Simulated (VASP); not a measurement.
# Li5BiS (F-43m) in VASP: further runs

The runs below take Li5BiS through single point, relaxation of cell and atoms, with PBE.

Everything below comes from runs of VASP 6.6.1. Logs are shortened: lines on timing, memory, paths and dates and some standing lists are left out, and cuts for length are marked.

## Step 1: The cell of the first run

It takes space group F-43m (No. 216, cubic). The conventional cell has a = 7.577 Å, b = 7.577 Å, c = 7.577 Å, α = 90.00°, β = 90.00°, γ = 90.00°. Within 2.6 Å of Li (site symmetry 3m) lie 3 Li at 1.96 Å and 1 Bi at 2.08 Å. Within 4.1 Å of Li (site symmetry -43m) lie 12 Li at 3.10 Å and 4 S at 3.28 Å and 6 Bi at 3.79 Å. Within 2.8 Å of Bi (site symmetry -43m) lie 4 Li at 2.08 Å. Within 4.3 Å of S (site symmetry -43m) lie 16 Li at 3.25 to 3.28 Å and 4 Bi at 3.28 Å.

The cell was generated, and may not be a known phase.

## Step 2: Single point, PBE

Input file INCAR:

```
SYSTEM = Li5BiS
PREC = Accurate
ENCUT = 520
EDIFF = 1E-6
ISMEAR = 0
SIGMA = 0.1
LREAL = .FALSE.
LASPH = .TRUE.
NELM = 80
ALGO = Normal
ISIF = 2
LWAVE = .FALSE.
LCHARG = .FALSE.
GGA = PE
NBANDS = 27
```

Input file KPOINTS:

```
regular mesh
0
G
  4 4 4
  0 0 0
```

Input file POSCAR:

```
Li5BiS
1.0
    0.0000000000      3.7882810800      3.7882810800
    3.7882810800      0.0000000000      3.7882810800
    3.7882810800      3.7882810800      0.0000000000
Li Bi S
5 1 1
Direct
    0.4083694200      0.4083694200      0.4083694200
    0.4083694200      0.4083694200      0.7748917300
    0.4083694200      0.7748917300      0.4083694200
    0.7748917300      0.4083694200      0.4083694200
    0.7500000000      0.7500000000      0.7500000000
    0.2500000000      0.2500000000      0.2500000000
    0.0000000000      0.0000000000      0.0000000000
```

Potentials or basis: VASP PAW PBE potentials, release 64 (Li_sv, Bi_d, S).

Command:

```
> cat potpaw_PBE.64/Li_sv/POTCAR potpaw_PBE.64/Bi_d/POTCAR potpaw_PBE.64/S/POTCAR > POTCAR
> mpirun -np 1 vasp_std > vasp.out
```

OUTCAR:

```text
SYSTEM = Li5BiS
   PREC = Accurate
   ENCUT = 520
   EDIFF = 1E-6
   ISMEAR = 0
   LREAL = .FALSE.
   LASPH = .TRUE.
   NELM = 80
   ISIF = 2
   GGA = PE

 ion  position               nearest neighbor table
   1  0.408  0.408  0.408-   2 1.96   3 1.96   4 1.96   6 2.08
   2  0.408  0.408  0.775-   1 1.96   3 1.96   4 1.96   6 2.08
   3  0.408  0.775  0.408-   1 1.96   2 1.96   4 1.96   6 2.08
   4  0.775  0.408  0.408-   1 1.96   2 1.96   3 1.96   6 2.08
   5  0.750  0.750  0.750-
   6  0.250  0.250  0.250-   1 2.08   2 2.08   3 2.08   4 2.08   7 3.28   7 3.28   7 3.28   7 3.28

   7  0.000  0.000  0.000-   6 3.28   6 3.28   6 3.28   6 3.28

  LATTYP: Found a face centered cubic cell.
 ALAT       =     7.5765621600

  Lattice vectors:

 A1 = (   0.0000000000,   3.7882810800,   3.7882810800)
 A2 = (   3.7882810800,   0.0000000000,   3.7882810800)
 A3 = (   3.7882810800,   3.7882810800,   0.0000000000)

Analysis of symmetry for initial positions (statically):
=====================================================================
 Subroutine PRICEL returns:
 Original cell was already a primitive cell.

 Routine SETGRP: Setting up the symmetry group for a
 face centered cubic supercell.

 Subroutine GETGRP returns: Found 24 space group operations
 (whereof 24 operations were pure point group operations)
 out of a pool of 48 trial point group operations.

The static configuration has the point symmetry T_d .

Analysis of symmetry for dynamics (positions and initial velocities):
=====================================================================
 Subroutine PRICEL returns:
 Original cell was already a primitive cell.

 Routine SETGRP: Setting up the symmetry group for a
 face centered cubic supercell.

 Subroutine GETGRP returns: Found 24 space group operations
 (whereof 24 operations were pure point group operations)
 out of a pool of 48 trial point group operations.

The dynamic configuration has the point symmetry T_d .

 Subroutine INISYM returns: Found 24 space group operations
 (whereof 24 operations are pure point group operations),
 and found     1 'primitive' translations

----------------------------------------------------------------------------------------

                                     Primitive cell

  volume of cell :     108.7318
[... 82 lines left out ...]
   EDIFF  = 0.1E-05   stopping-criterion for ELM
   LREAL  =      F    real-space projection
   EDIFFG = 0.1E-04   stopping-criterion for IOM
   NSW    =      0    number of steps for IOM
   IBRION =     -1    ionic relax: 0-MD 1-quasi-New 2-CG
   NFREE  =      0    steps in history (QN), initial steepest desc. (CG)
   ISIF   =      2    stress and relaxation
   ISYM   =      2    0-nonsym 1-usesym 2-fastsym
   POTIM  = 0.5000    time-step for ionic-motion
   TEBEG  =    0.0;   TEEND  =   0.0 temperature during run
   PSTRESS=    0.0 pullay stress
   NELECT =      36.0000    total number of electrons
   NUPDOWN=      -1.0000    fix difference up-down
   EMIN   =  10.00;   EMAX   =-10.00  energy-range for DOS
   EFERMI =   0.00;   METHOD = LEGACY
   ISMEAR =     0;   SIGMA  =   0.10  broadening in eV -4-tet -1-fermi 0-gaus
   EFERMI_NEDOS =   21; number of points for ismear=-14 and -15
   IALGO  =     38    algorithm
   IMIX   =      4    mixing-type and parameters
     AMIX     =   0.40;   BMIX     =  1.00
     AMIX_MAG =   1.60;   BMIX_MAG =  1.00
  volume/ion in A,a.u.               =      15.53       104.82
  Fermi-wavevector in a.u.,A,eV,Ry     =   1.132548  2.140206 17.451731  1.282666
  Thomas-Fermi vector in A             =   2.269250
   LORBIT       =      0    0 simple, 1 ext, 2 COOP (PROOUT), +10 PAW based schemes
   GGA     = PE    functional components
   LHFCALC =     F    Hartree Fock is set to
   AEXX    =    0.0000 exact exchange contribution
   IVDW    =     0    specifies the selected vdW correction
   LEPSILON=     F    determine dielectric tensor
   LRPA    =     F    only Hartree local field effects (RPA)
 non-spin polarized calculation
 Gauss-broadening in eV      SIGMA  =   0.10
  energy-cutoff  :      520.00
  volume of cell :      108.73
 maximum number of plane-waves:      2954
   NGX = 19   NGY = 19   NGZ = 19

 number of electron      35.9999995 magnetization

 Free energy of the ion-electron system (eV)
  ---------------------------------------------------
  ext. energy  EPLUGINS =         0.00000000
  ---------------------------------------------------
  free energy    TOTEN  =        -8.36047232 eV

  energy without entropy =       -8.31556341  energy(sigma->0) =       -8.33801787

 E-fermi :   4.6644     XC(G=0):  -9.1060

 val. band max:        4.6380834840   @ k =   0.5000   0.2500   0.0000
 cond. band min:       4.7100479807   @ k =  -0.2500   0.2500   0.0000
 fundamental gap:      0.0719644967
 Fermi energy:         4.6643659755

 k-point     1 :       0.0000    0.0000    0.0000
  band No.  band energies     occupation
      1     -42.6167      2.00000
      2     -42.3743      2.00000
      3     -42.2179      2.00000
      4     -42.2179      2.00000
      5     -42.2179      2.00000
      6     -18.2561      2.00000
[... 229 lines left out ...]
     26      10.7349      0.00000
     27      11.9920      0.00000

------------------------ aborting loop because EDIFF is reached ----------------------------------------

  FORCE on cell =-STRESS in cart. coord.  units (eV):
  Direction    XX          YY          ZZ          XY          YZ          ZX
  --------------------------------------------------------------------------------------
  -------------------------------------------------------------------------------------
  Total       19.3123715     19.3123715     19.3123715     -0.0000000      0.0000000      0.0000000
  in kB      284.5703246    284.5703246    284.5703246     -0.0000000      0.0000000      0.0000000
  external PRESSURE =     284.5703246 kB  Pullay stress =       0.0000000 kB

 VOLUME and BASIS-vectors are now :
 -----------------------------------------------------------------------------
  energy-cutoff  :      520.00
  volume of cell :      108.73
      direct lattice vectors                 reciprocal lattice vectors
     0.000000000  3.788281080  3.788281080    -0.131985982  0.131985982  0.131985982
     3.788281080  0.000000000  3.788281080     0.131985982 -0.131985982  0.131985982
     3.788281080  3.788281080  0.000000000     0.131985982  0.131985982 -0.131985982

 POSITION                                       TOTAL-FORCE (eV/Angst)
 -----------------------------------------------------------------------------------
      3.09404      3.09404      3.09404        -0.391889     -0.391889     -0.391889
      4.48253      4.48253      3.09404         0.391889      0.391889     -0.391889
      4.48253      3.09404      4.48253         0.391889     -0.391889      0.391889
      3.09404      4.48253      4.48253        -0.391889      0.391889      0.391889
      5.68242      5.68242      5.68242         0.000000      0.000000      0.000000
      1.89414      1.89414      1.89414         0.000000      0.000000      0.000000
      0.00000      0.00000      0.00000         0.000000      0.000000      0.000000
 -----------------------------------------------------------------------------------
    total drift:                                0.000050      0.000050      0.000049

  FREE ENERGIE OF THE ION-ELECTRON SYSTEM (eV)
  ---------------------------------------------------
  free  energy   TOTEN  =        -8.3604723244 eV

  energy  without entropy=       -8.3155634090  energy(sigma->0) =       -8.33801787
```

OSZICAR:

```text
N       E                     dE             d eps       ncg     rms          rms(c)
DAV:   1     0.310129852844E+03    0.31013E+03   -0.17391E+04   432   0.149E+03
DAV:   2     0.360267284951E+02   -0.27410E+03   -0.26506E+03   448   0.392E+02
DAV:   3    -0.231186334061E+01   -0.38339E+02   -0.37560E+02   711   0.115E+02
DAV:   4    -0.892667616742E+01   -0.66148E+01   -0.64669E+01   720   0.434E+01
DAV:   5    -0.933575094035E+01   -0.40907E+00   -0.40819E+00   632   0.102E+01    0.820E+00
DAV:   6    -0.842990035622E+01    0.90585E+00   -0.19630E+00   526   0.703E+00    0.433E+00
DAV:   7    -0.835706699548E+01    0.72833E-01   -0.39009E-01   752   0.321E+00    0.259E+00
DAV:   8    -0.837520797158E+01   -0.18141E-01   -0.31936E-01   565   0.239E+00    0.921E-01
DAV:   9    -0.836288222592E+01    0.12326E-01   -0.49561E-02   664   0.740E-01    0.606E-01
DAV:  10    -0.836111636338E+01    0.17659E-02   -0.43879E-02   489   0.399E-01    0.299E-01
DAV:  11    -0.836043863640E+01    0.67773E-03   -0.47718E-03   493   0.306E-01    0.915E-02
DAV:  12    -0.836047307976E+01   -0.34443E-04   -0.55927E-04   607   0.136E-01    0.304E-02
DAV:  13    -0.836047254939E+01    0.53037E-06   -0.55661E-05   698   0.388E-02    0.920E-03
DAV:  14    -0.836047501768E+01   -0.24683E-05   -0.22681E-05   447   0.151E-02    0.932E-03
DAV:  15    -0.836047271660E+01    0.23011E-05   -0.25474E-05   426   0.146E-02    0.609E-03
DAV:  16    -0.836047232439E+01    0.39221E-06   -0.31047E-06   281   0.540E-03
   1 F= -.83604723E+01 E0= -.83380179E+01  d E =-.449089E-01
```

It took 20 s on 1 thread of AMD EPYC 9R45 (Zen 5), shared host; peak memory 0.21 GiB.

Results:

```yaml
Free_energy: -8.3605 eV
Largest_force: 0.679 eV/Å
Band_gap_on_the_k_mesh: zero (bands 18 and 19 overlap by 1.83 eV)
```

Forces on the atoms (eV/Å):
```
Li  -0.392 -0.392 -0.392
Li   0.392  0.392 -0.392
Li   0.392 -0.392  0.392
Li  -0.392  0.392  0.392
Li   0.000  0.000  0.000
Bi   0.000  0.000  0.000
S    0.000  0.000  0.000
```

Caveat: the cutoff is under 1.25 times the usual one of these potentials, so pressure, stress and relaxed cells hold a basis-set (Pulay) error; spin-orbit coupling is left out, which moves the levels of the heavy elements.

## Step 3: Single point, PBE

This run uses another cell than the first one, of 33.07 Å³/atom.

Input file INCAR:

```
SYSTEM = Li5BiS
PREC     = Accurate       ! precision mode
ENCUT    = 520            ! plane-wave cutoff, eV
EDIFF    = 1E-6           ! SCF threshold, eV
ISMEAR   = 0              ! smearing method
SIGMA    = 0.1            ! smearing width, eV
LREAL    = .False.        ! projectors in reciprocal space
LASPH    = .True.         ! aspherical terms in the spheres
NELM     = 100            ! most SCF steps
ALGO     = Normal         ! electronic algorithm
ISIF     = 2              ! what is computed and relaxed
LWAVE    = .False.        ! write WAVECAR
LCHARG   = .False.        ! write CHGCAR
GGA      = PE             ! functional
NBANDS   = 27             ! bands
```

Input file KPOINTS:

```
regular mesh
0
Gamma
  4 4 4
  0 0 0
```

Input file POSCAR:

```
Li5BiS
1.0
    0.0000000000      4.8734045734      4.8734045734
    4.8734045734      0.0000000000      4.8734045734
    4.8734045734      4.8734045734      0.0000000000
Li Bi S
5 1 1
Direct
    0.4002626666      0.4002626666      0.4002626666
    0.4002626666      0.4002626666      0.7992120003
    0.4002626666      0.7992120003      0.4002626666
    0.7992120003      0.4002626666      0.4002626666
    0.7500000000      0.7500000000      0.7500000000
    0.2500000000      0.2500000000      0.2500000000
    0.0000000000      0.0000000000      0.0000000000
```

Potentials or basis: VASP PAW PBE potentials, release 64 (Li_sv, Bi_d, S).

Command:

```
> cat potpaw_PBE.64/Li_sv/POTCAR potpaw_PBE.64/Bi_d/POTCAR potpaw_PBE.64/S/POTCAR > POTCAR
> mpirun -np 1 vasp_std > vasp.out
```

It took 64 s on 1 thread of AMD EPYC 9R45 (Zen 5), shared host; peak memory 0.37 GiB.

The run converged. Its results:

* Free energy: -14.4269 eV
* Largest force: 0.009 eV/Å
* Band gap on the k mesh: zero (bands 18 and 19 overlap by 0.55 eV)

Forces in eV/Å, atoms in the order of the input:
```
Li   0.005  0.005  0.005
Li  -0.005 -0.005  0.005
Li  -0.005  0.005 -0.005
Li   0.005 -0.005 -0.005
Li   0.000  0.000  0.000
Bi   0.000  0.000  0.000
S    0.000  0.000  0.000
```

Levels at points of the mesh, in eV from the Fermi level:
| k point | band 14 | band 15 | band 16 | band 17 | band 18 | band 19 | band 20 | band 21 | band 22 | band 23 |
| --- | --- | --- | --- | --- | --- | --- | --- | --- | --- | --- |
| (0.00, 0.00, 0.00) | -1.04 | -1.04 | -1.04 | -0.44 | -0.44 | -0.44 | 2.13 | 2.13 | 2.13 | 2.19 |
| (0.50, 0.00, 0.00) | -1.24 | -1.24 | -0.46 | -0.21 | -0.21 | -0.07 | 1.31 | 1.71 | 1.71 | 3.11 |
| (0.50, 0.50, 0.00) | -1.55 | -1.32 | -1.10 | -0.10 | 0.11 | 0.11 | 0.88 | 2.38 | 2.38 | 3.46 |

Caveat: the cutoff is under 1.25 times the usual one of these potentials, so pressure, stress and relaxed cells hold a basis-set (Pulay) error; spin-orbit coupling is left out, which moves the levels of the heavy elements.

(Continued in part 2 of 2.)

The gap in the log of VASP goes by the Fermi energy; the results here count the filled bands.